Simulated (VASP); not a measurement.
# GaN in VASP: a series of runs, part 2 of 2

VASP 6.6.1. Earlier steps stand in the parts before.

## (3) Single point, LDA (mode 11 frozen in at -0.019 Å and mode 13 at +0.023 Å (largest displacements))

Input file INCAR:

```
PREC = Accurate
ENCUT = 520
EDIFF = 1E-6
ISMEAR = 0
SIGMA = 0.05
LREAL = False
LASPH = True
NELM = 100
ALGO = Normal
ISIF = 2
LWAVE = False
LCHARG = False
GGA = CA
NBANDS = 46
```

Input file KPOINTS:

```
regular mesh
0
Gamma
  8 6 6
```

Input file POSCAR:

```
GaN
1.0
   -3.1515767111      0.0000000000      0.0000000000
    0.0000000000      0.0000000000     -5.1382481593
    0.0000000000     -5.4586909876      0.0000000000
Ga N
4 4
Direct
    0.5000000000      0.0028793605      0.1699277030
    0.0000000000      0.0002981911      0.6634040864
    0.0000000000      0.5002981911      0.3365959136
    0.5000000000      0.5028793605      0.8300722970
    0.5000000000      0.6192820074      0.1671338234
    0.0000000000      0.6204797963      0.6661900146
    0.0000000000      0.1204797963      0.3338099854
    0.5000000000      0.1192820074      0.8328661766
```

Potentials or basis: VASP PAW LDA potentials, release 64 (Ga_d, N).

Run with:

```
$ cat potpaw_LDA.64/Ga_d/POTCAR potpaw_LDA.64/N/POTCAR > POTCAR
$ mpirun -np 1 vasp_std > vasp.out
```

OUTCAR:

```text
PREC = Accurate
   ENCUT = 520
   EDIFF = 1E-6
   ISMEAR = 0
   LREAL = False
   LASPH = True
   NELM = 100
   ISIF = 2
   GGA = CA

 ion  position               nearest neighbor table
   1  0.500  0.003  0.170-   7 1.91   7 1.91   8 1.93   5 1.97
   2  0.000  0.000  0.663-   7 1.90   8 1.93   8 1.93   6 1.95
   3  0.000  0.500  0.337-   6 1.90   5 1.93   5 1.93   7 1.95
   4  0.500  0.503  0.830-   6 1.91   6 1.91   5 1.93   8 1.97
   5  0.500  0.619  0.167-   3 1.93   3 1.93   4 1.93   1 1.97
   6  0.000  0.620  0.666-   3 1.90   4 1.91   4 1.91   2 1.95
   7  0.000  0.120  0.334-   2 1.90   1 1.91   1 1.91   3 1.95
   8  0.500  0.119  0.833-   2 1.93   2 1.93   1 1.93   4 1.97

  LATTYP: Found a simple orthorhombic cell.
 ALAT       =     3.1515767111
 B/A-ratio  =     1.6303738193
 C/A-ratio  =     1.7320508076

  Lattice vectors:

 A1 = (  -3.1515767111,   0.0000000000,   0.0000000000)
 A2 = (   0.0000000000,   0.0000000000,  -5.1382481593)
 A3 = (   0.0000000000,  -5.4586909876,   0.0000000000)

Analysis of symmetry for initial positions (statically):
=====================================================================
 Subroutine PRICEL returns:
 Original cell was already a primitive cell.

 Routine SETGRP: Setting up the symmetry group for a
 simple orthorhombic supercell.

 Subroutine GETGRP returns: Found  4 space group operations
 (whereof  2 operations were pure point group operations)
 out of a pool of  8 trial point group operations.

The static configuration has the point symmetry C_1h.
 The point group associated with its full space group is C_2v.

Analysis of symmetry for dynamics (positions and initial velocities):
=====================================================================
 Subroutine PRICEL returns:
 Original cell was already a primitive cell.

 Routine SETGRP: Setting up the symmetry group for a
 simple orthorhombic supercell.

[... 140 lines left out ...]
  Thomas-Fermi vector in A             =   2.636583
   LORBIT       =      0    0 simple, 1 ext, 2 COOP (PROOUT), +10 PAW based schemes
   GGA     = CA    functional components
   LHFCALC =     F    Hartree Fock is set to
   AEXX    =    0.0000 exact exchange contribution
   IVDW    =     0    specifies the selected vdW correction
   LEPSILON=     F    determine dielectric tensor
   LRPA    =     F    only Hartree local field effects (RPA)
 non-spin polarized calculation
 Gauss-broadening in eV      SIGMA  =   0.05
  energy-cutoff  :      520.00
  volume of cell :       88.40
 maximum number of plane-waves:      2408
 NGX is ok and might be reduce to    24
   NGX = 11   NGY = 19   NGZ = 21

 number of electron      71.9999987 magnetization

 Free energy of the ion-electron system (eV)
  ---------------------------------------------------
  ext. energy  EPLUGINS =         0.00000000
  ---------------------------------------------------
  free energy    TOTEN  =       -55.78176590 eV

  energy without entropy =      -55.78176590  energy(sigma->0) =      -55.78176590

 E-fermi :   5.7212     XC(G=0): -12.2988

 val. band max:        5.4473721844   @ k =   0.0000   0.0000   0.0000
 cond. band min:       7.5934457119   @ k =   0.0000   0.0000   0.0000
 fundamental gap:      2.1460735274
 Fermi energy:         5.7212144044

 k-point     1 :       0.0000    0.0000    0.0000
  band No.  band energies     occupation
      1     -10.7206      2.00000
      2      -9.8432      2.00000
      3      -9.6292      2.00000
      4      -9.5401      2.00000
      5      -8.1399      2.00000
      6      -8.1384      2.00000
[... 1165 lines left out ...]
     45      15.0993      0.00000
     46      15.2538      0.00000

 [... further k-points ...]

------------------------ aborting loop because EDIFF is reached ----------------------------------------

  FORCE on cell =-STRESS in cart. coord.  units (eV):
  Direction    XX          YY          ZZ          XY          YZ          ZX
  --------------------------------------------------------------------------------------
  -------------------------------------------------------------------------------------
  Total        1.3985553      1.4019882     -0.3676903      0.0000000      0.0000000      0.0000000
  in kB       25.3488797     25.4111005     -6.6644028      0.0000000      0.0000000      0.0000000
  external PRESSURE =      14.6985258 kB  Pullay stress =       0.0000000 kB

 VOLUME and BASIS-vectors are now :
 -----------------------------------------------------------------------------
  energy-cutoff  :      520.00
  volume of cell :       88.40
      direct lattice vectors                 reciprocal lattice vectors
    -3.151576711  0.000000000  0.000000000    -0.317301494  0.000000000  0.000000000
     0.000000000  0.000000000 -5.138248159     0.000000000  0.000000000 -0.194618860
     0.000000000 -5.458690988  0.000000000     0.000000000 -0.183194103  0.000000000

 POSITION                                       TOTAL-FORCE (eV/Angst)
 -----------------------------------------------------------------------------------
     -1.57579     -0.92758     -0.01479         0.000000      0.478653      0.482356
      0.00000     -3.62132     -0.00153         0.000000     -0.491045      0.167414
      0.00000     -1.83737     -2.57066         0.000000      0.491045      0.167414
     -1.57579     -4.53111     -2.58392         0.000000     -0.478653      0.482356
     -1.57579     -0.91233     -3.18202         0.000000      0.011839     -0.322720
      0.00000     -3.63653     -3.18818         0.000000     -0.029444     -0.327051
      0.00000     -1.82217     -0.61906         0.000000      0.029444     -0.327051
     -1.57579     -4.54636     -0.61290         0.000000     -0.011839     -0.322720
 -----------------------------------------------------------------------------------
    total drift:                               -0.000000     -0.000010      0.000676

  FREE ENERGIE OF THE ION-ELECTRON SYSTEM (eV)
  ---------------------------------------------------
  free  energy   TOTEN  =       -55.7817658966 eV

  energy  without entropy=      -55.7817658966  energy(sigma->0) =      -55.78176590
```

OSZICAR:

```text
N       E                     dE             d eps       ncg     rms          rms(c)
DAV:   1     0.796774610215E+03    0.79677E+03   -0.32778E+04  8252   0.295E+03
DAV:   2     0.973903385888E+02   -0.69938E+03   -0.66189E+03  7536   0.721E+02
DAV:   3    -0.526354477363E+02   -0.15003E+03   -0.14553E+03  8540   0.221E+02
DAV:   4    -0.637627992543E+02   -0.11127E+02   -0.11010E+02  9254   0.629E+01
DAV:   5    -0.641296831211E+02   -0.36688E+00   -0.36603E+00  9374   0.115E+01    0.153E+01
DAV:   6    -0.557308717410E+02    0.83988E+01   -0.24901E+01 13840   0.576E+01    0.421E+00
DAV:   7    -0.559055204084E+02   -0.17465E+00   -0.38238E+00  8180   0.999E+00    0.369E+00
DAV:   8    -0.558123679864E+02    0.93152E-01   -0.46260E-01 11116   0.664E+00    0.986E-01
DAV:   9    -0.557804077647E+02    0.31960E-01   -0.14978E-01 11306   0.503E+00    0.333E-01
DAV:  10    -0.557817293719E+02   -0.13216E-02   -0.12993E-02  9168   0.102E+00    0.223E-01
DAV:  11    -0.557819068798E+02   -0.17751E-03   -0.76460E-04 10126   0.688E-01    0.713E-02
DAV:  12    -0.557817588407E+02    0.14804E-03   -0.47644E-04  9906   0.475E-01    0.274E-02
DAV:  13    -0.557817645347E+02   -0.56940E-05   -0.15412E-04 10326   0.103E-01    0.131E-02
DAV:  14    -0.557817665723E+02   -0.20377E-05   -0.21845E-05  8628   0.389E-02    0.138E-02
DAV:  15    -0.557817658966E+02    0.67578E-06   -0.18332E-06  5406   0.101E-01
   1 F= -.55781766E+02 E0= -.55781766E+02  d E =-.922492E-17
```

Wall time 4.9 min (1 thread of Intel Xeon 6975P-C, shared host); peak memory 0.33 GiB.

Results:

| Property | Result |
| --- | --- |
| Free energy | -55.7818 eV |
| Pressure | 1.5 GPa |
| Largest force | 0.680 eV/Å |
| Band gap on the k mesh | 2.15 eV |

Forces on the atoms (eV/Å):
```
Ga   0.000  0.479  0.482
Ga   0.000 -0.491  0.167
Ga   0.000  0.491  0.167
Ga   0.000 -0.479  0.482
N    0.000  0.012 -0.323
N    0.000 -0.029 -0.327
N    0.000  0.029 -0.327
N    0.000 -0.012 -0.323
```

Stress tensor (GPa, compression positive):
```
 2.53  0.00  0.00
 0.00  2.54  0.00
 0.00  0.00 -0.67
```

Caveat: the cell differs from its parent crystal (mode 11 frozen in at -0.019 Å and mode 13 at +0.023 Å (largest displacements)).

## (4) Single point, LDA (mode 11 frozen in at -0.019 Å and mode 13 at -0.068 Å (largest displacements))

Input file INCAR:

```
SYSTEM = GaN
  PREC = Accurate
  ENCUT = 520
  EDIFF = 1E-6
  ISMEAR = 0
  SIGMA = 0.05
  LREAL = .False.
  LASPH = .True.
  NELM = 80
  ALGO = Normal
  ISIF = 2
  LWAVE = .False.
  LCHARG = .False.
  GGA = CA
  NBANDS = 46
```

Input file KPOINTS:

```
Automatic mesh
0
Gamma
  8 6 6
  0 0 0
```

Input file POSCAR:

```
GaN
1.0
   -3.1515767111      0.0000000000      0.0000000000
    0.0000000000      0.0000000000     -5.1382481593
    0.0000000000     -5.4586909876      0.0000000000
Ga N
4 4
Direct
    0.5000000000     -0.0006746409      0.1699307944
    0.0000000000     -0.0032558102      0.6634071778
    0.0000000000      0.4967441898      0.3365928222
    0.5000000000      0.4993253591      0.8300692056
    0.5000000000      0.6369728503      0.1671528351
    0.0000000000      0.6381706392      0.6662090263
    0.0000000000      0.1381706392      0.3337909737
    0.5000000000      0.1369728503      0.8328471649
```

Potentials or basis: VASP PAW LDA potentials, release 64 (Ga_d, N).

Run with:

```
$ cat potpaw_LDA.64/Ga_d/POTCAR potpaw_LDA.64/N/POTCAR > POTCAR
$ mpirun -np 1 vasp_std > vasp.out
```

OUTCAR:

```text
SYSTEM = GaN
   PREC = Accurate
   ENCUT = 520
   EDIFF = 1E-6
   ISMEAR = 0
   LREAL = .False.
   LASPH = .True.
   NELM = 80
   ISIF = 2
   GGA = CA

 ion  position               nearest neighbor table
   1  0.500  0.999  0.170-   5 1.86   7 1.95   7 1.95   8 1.97
   2  0.000  0.997  0.663-   6 1.84   7 1.94   8 1.96   8 1.96
   3  0.000  0.497  0.337-   7 1.84   6 1.94   5 1.96   5 1.96
   4  0.500  0.499  0.830-   8 1.86   6 1.95   6 1.95   5 1.97
   5  0.500  0.637  0.167-   1 1.86   3 1.96   3 1.96   4 1.97
   6  0.000  0.638  0.666-   2 1.84   3 1.94   4 1.95   4 1.95
   7  0.000  0.138  0.334-   3 1.84   2 1.94   1 1.95   1 1.95
[... 1393 lines left out ...]
  Total       -1.1788884     -1.1908079      5.5213426      0.0000000      0.0000000      0.0000000
  in kB      -21.3674062    -21.5834470    100.0745871      0.0000000      0.0000000      0.0000000
  external PRESSURE =      19.0412446 kB  Pullay stress =       0.0000000 kB

 VOLUME and BASIS-vectors are now :
 -----------------------------------------------------------------------------
  energy-cutoff  :      520.00
  volume of cell :       88.40
      direct lattice vectors                 reciprocal lattice vectors
    -3.151576711  0.000000000  0.000000000    -0.317301494  0.000000000  0.000000000
     0.000000000  0.000000000 -5.138248159     0.000000000  0.000000000 -0.194618860
     0.000000000 -5.458690988  0.000000000     0.000000000 -0.183194103  0.000000000

 POSITION                                       TOTAL-FORCE (eV/Angst)
 -----------------------------------------------------------------------------------
     -1.57579     -0.92760     -5.13478         0.000000      0.414445     -1.050847
      0.00000     -3.62133     -5.12152         0.000000     -0.418959     -1.522264
      0.00000     -1.83736     -2.55239         0.000000      0.418959     -1.522264
     -1.57579     -4.53109     -2.56566         0.000000     -0.414445     -1.050847
     -1.57579     -0.91244     -3.27292         0.000000     -0.001855      1.202626
      0.00000     -3.63663     -3.27908         0.000000     -0.009954      1.370485
      0.00000     -1.82206     -0.70996         0.000000      0.009954      1.370485
     -1.57579     -4.54626     -0.70380         0.000000      0.001855      1.202626
 -----------------------------------------------------------------------------------
    total drift:                               -0.000000      0.000001     -0.002521

  FREE ENERGIE OF THE ION-ELECTRON SYSTEM (eV)
  ---------------------------------------------------
  free  energy   TOTEN  =       -55.6044832662 eV

  energy  without entropy=      -55.6044832662  energy(sigma->0) =      -55.60448327
```

stdout:

```text
POSCAR found type information on POSCAR GaN
 POSCAR found :  2 types and       8 ions
 scaLAPACK will be used
 LDA part: xc-table for (Slater(with rela. corr.)+CA(PZ))
 , standard interpolation
 POSCAR, INCAR and KPOINTS ok, starting setup
 FFT: planning ... GRIDC
 FFT: planning ... GRID_SOFT
 FFT: planning ... GRID
 WAVECAR not read
 entering main loop
```

It took 5.7 min on 1 thread of Intel Xeon 6975P-C, shared host; peak memory 0.33 GiB.

What came out:

| Item | Value |
| --- | --- |
| Free energy | -55.6045 eV |
| Pressure | 1.9 GPa |
| Largest force | 1.579 eV/Å |
| Band gap on the k mesh | 2.04 eV |

Forces in eV/Å, atoms in the order of the input:
```
Ga   0.000  0.414 -1.051
Ga   0.000 -0.419 -1.522
Ga   0.000  0.419 -1.522
Ga   0.000 -0.414 -1.051
N    0.000 -0.002  1.203
N    0.000 -0.010  1.370
N    0.000  0.010  1.370
N    0.000  0.002  1.203
```

Caveat: the cell differs from its parent crystal (mode 11 frozen in at -0.019 Å and mode 13 at -0.068 Å (largest displacements)); forces of over 1 eV/Å act on the atoms, so gaps and moduli don't describe the material at rest.

## (5) Single point, LDA (mode 11 frozen in at +0.000 Å and mode 13 at +0.036 Å (largest displacements))

Input file INCAR:

```
PREC = Accurate
ENCUT = 520
EDIFF = 1E-6
ISMEAR = 0
SIGMA = 0.05
LREAL = F
LASPH = T
NELM = 80
ALGO = Normal
ISIF = 2
LWAVE = F
LCHARG = F
NBANDS = 46
```

Input file KPOINTS:

```
Automatic mesh
0
Gamma
  8 6 6
```

Input file POSCAR:

```
GaN
1.0
   -3.1515767111      0.0000000000      0.0000000000
    0.0000000000      0.0000000000     -5.1382481593
    0.0000000000     -5.4586909876      0.0000000000
Ga N
4 4
Direct
    0.5000000000      0.0021244174      0.1666654288
    0.0000000000      0.0021244174      0.6666654288
    0.0000000000      0.5021244174      0.3333345712
    0.5000000000      0.5021244174      0.8333345712
    0.5000000000      0.6172146252      0.1666590537
    0.0000000000      0.6172146252      0.6666590537
    0.0000000000      0.1172146252      0.3333409463
    0.5000000000      0.1172146252      0.8333409463
```

Potentials or basis: VASP PAW LDA potentials, release 64 (Ga_d, N).

Run with:

```
$ cat potpaw_LDA.64/Ga_d/POTCAR potpaw_LDA.64/N/POTCAR > POTCAR
$ mpirun -np 1 vasp_std > vasp.out
```

OUTCAR:

```text
PREC = Accurate
   ENCUT = 520
   EDIFF = 1E-6
   ISMEAR = 0
   LREAL = F
   LASPH = T
   NELM = 80
   ISIF = 2

 ion  position               nearest neighbor table
   1  0.500  0.002  0.167-   8 1.91   7 1.91   7 1.91   5 1.98
   2  0.000  0.002  0.667-   7 1.91   8 1.91   8 1.91   6 1.98
   3  0.000  0.502  0.333-   6 1.91   5 1.91   5 1.91   7 1.98
   4  0.500  0.502  0.833-   5 1.91   6 1.91   6 1.91   8 1.98
   5  0.500  0.617  0.167-   4 1.91   3 1.91   3 1.91   1 1.98
   6  0.000  0.617  0.667-   3 1.91   4 1.91   4 1.91   2 1.98
   7  0.000  0.117  0.333-   2 1.91   1 1.91   1 1.91   3 1.98
   8  0.500  0.117  0.833-   1 1.91   2 1.91   2 1.91   4 1.98

  LATTYP: Found a simple orthorhombic cell.
 ALAT       =     3.1515767111
 B/A-ratio  =     1.6303738193
 C/A-ratio  =     1.7320508076

  Lattice vectors:

 A1 = (  -3.1515767111,   0.0000000000,   0.0000000000)
 A2 = (   0.0000000000,   0.0000000000,  -5.1382481593)
 A3 = (   0.0000000000,  -5.4586909876,   0.0000000000)

Analysis of symmetry for initial positions (statically):
[... 208 lines left out ...]

 k-point     1 :       0.0000    0.0000    0.0000
  band No.  band energies     occupation
      1     -10.7102      2.00000
      2      -9.7524      2.00000
      3      -9.7290      2.00000
      4      -9.5537      2.00000
      5      -8.1392      2.00000
      6      -8.1392      2.00000
[... 1165 lines left out ...]
     45      15.0917      0.00000
     46      15.2923      0.00000

 [... further k-points ...]

------------------------ aborting loop because EDIFF is reached ----------------------------------------

  FORCE on cell =-STRESS in cart. coord.  units (eV):
  Direction    XX          YY          ZZ          XY          YZ          ZX
  --------------------------------------------------------------------------------------
  -------------------------------------------------------------------------------------
  Total        1.7120432      1.7108695     -0.9888862      0.0000000      0.0000000      0.0000000
  in kB       31.0308620     31.0095877    -17.9236071      0.0000000      0.0000000      0.0000000
  external PRESSURE =      14.7056142 kB  Pullay stress =       0.0000000 kB

 VOLUME and BASIS-vectors are now :
 -----------------------------------------------------------------------------
  energy-cutoff  :      520.00
  volume of cell :       88.40
      direct lattice vectors                 reciprocal lattice vectors
    -3.151576711  0.000000000  0.000000000    -0.317301494  0.000000000  0.000000000
     0.000000000  0.000000000 -5.138248159     0.000000000  0.000000000 -0.194618860
     0.000000000 -5.458690988  0.000000000     0.000000000 -0.183194103  0.000000000

 POSITION                                       TOTAL-FORCE (eV/Angst)
 -----------------------------------------------------------------------------------
     -1.57579     -0.90978     -0.01092         0.000000     -0.000579      0.492266
      0.00000     -3.63912     -0.01092        -0.000000     -0.000579      0.492266
      0.00000     -1.81957     -2.58004         0.000000      0.000579      0.492266
     -1.57579     -4.54892     -2.58004         0.000000      0.000579      0.492266
     -1.57579     -0.90974     -3.17140        -0.000000     -0.000861     -0.492266
      0.00000     -3.63909     -3.17140        -0.000000     -0.000861     -0.492266
      0.00000     -1.81961     -0.60228        -0.000000      0.000861     -0.492266
     -1.57579     -4.54895     -0.60228        -0.000000      0.000861     -0.492266
 -----------------------------------------------------------------------------------
    total drift:                               -0.000000     -0.000013      0.000225

  FREE ENERGIE OF THE ION-ELECTRON SYSTEM (eV)
  ---------------------------------------------------
  free  energy   TOTEN  =       -55.7743180369 eV

  energy  without entropy=      -55.7743180369  energy(sigma->0) =      -55.77431804
```

OSZICAR:

```text
N       E                     dE             d eps       ncg     rms          rms(c)
DAV:   1     0.798712896710E+03    0.79871E+03   -0.32788E+04  8268   0.295E+03
DAV:   2     0.995692012040E+02   -0.69914E+03   -0.66147E+03  7480   0.723E+02
DAV:   3    -0.523998338028E+02   -0.15197E+03   -0.14743E+03  8530   0.222E+02
DAV:   4    -0.637514816004E+02   -0.11352E+02   -0.11238E+02  9120   0.633E+01
DAV:   5    -0.641317926197E+02   -0.38031E+00   -0.37950E+00  9574   0.116E+01    0.153E+01
DAV:   6    -0.557201716943E+02    0.84116E+01   -0.24815E+01 13800   0.576E+01    0.420E+00
DAV:   7    -0.558984944652E+02   -0.17832E+00   -0.38615E+00  8202   0.998E+00    0.369E+00
DAV:   8    -0.558084137500E+02    0.90081E-01   -0.49543E-01 11234   0.669E+00    0.104E+00
DAV:   9    -0.557728917923E+02    0.35522E-01   -0.16780E-01 11426   0.499E+00    0.318E-01
DAV:  10    -0.557744142416E+02   -0.15224E-02   -0.11688E-02  8500   0.999E-01    0.120E-01
DAV:  11    -0.557742798252E+02    0.13442E-03   -0.25120E-03  9894   0.652E-01    0.684E-02
DAV:  12    -0.557743193011E+02   -0.39476E-04   -0.52293E-04  9976   0.118E-01    0.180E-02
DAV:  13    -0.557743177021E+02    0.15990E-05   -0.32417E-05  9060   0.616E-02    0.128E-02
DAV:  14    -0.557743180369E+02   -0.33481E-06   -0.61789E-06  8332   0.133E-02
   1 F= -.55774318E+02 E0= -.55774318E+02  d E =-.372640E-13
```

stdout:

```text
POSCAR found type information on POSCAR GaN
 POSCAR found :  2 types and       8 ions
 scaLAPACK will be used
 LDA part: xc-table for (Slater(with rela. corr.)+CA(PZ))
 , standard interpolation
 POSCAR, INCAR and KPOINTS ok, starting setup
 FFT: planning ... GRIDC
 FFT: planning ... GRID_SOFT
 FFT: planning ... GRID
 WAVECAR not read
 entering main loop
```

It took 2.9 min on 1 thread of Intel Xeon Platinum 8488C (Sapphire Rapids), shared host; peak memory 0.33 GiB.

Results:

```yaml
Free_energy: -55.7743 eV
Pressure: 1.5 GPa
Largest_force: 0.492 eV/Å
Band_gap_on_the_k_mesh: 2.12 eV
```

Forces in eV/Å, atoms in the order of the input:
```
Ga   0.000 -0.001  0.492
Ga   0.000 -0.001  0.492
Ga   0.000  0.001  0.492
Ga   0.000  0.001  0.492
N    0.000 -0.001 -0.492
N    0.000 -0.001 -0.492
N    0.000  0.001 -0.492
N    0.000  0.001 -0.492
```

Caveat: the cell differs from its parent crystal (mode 11 frozen in at +0.000 Å and mode 13 at +0.036 Å (largest displacements)).
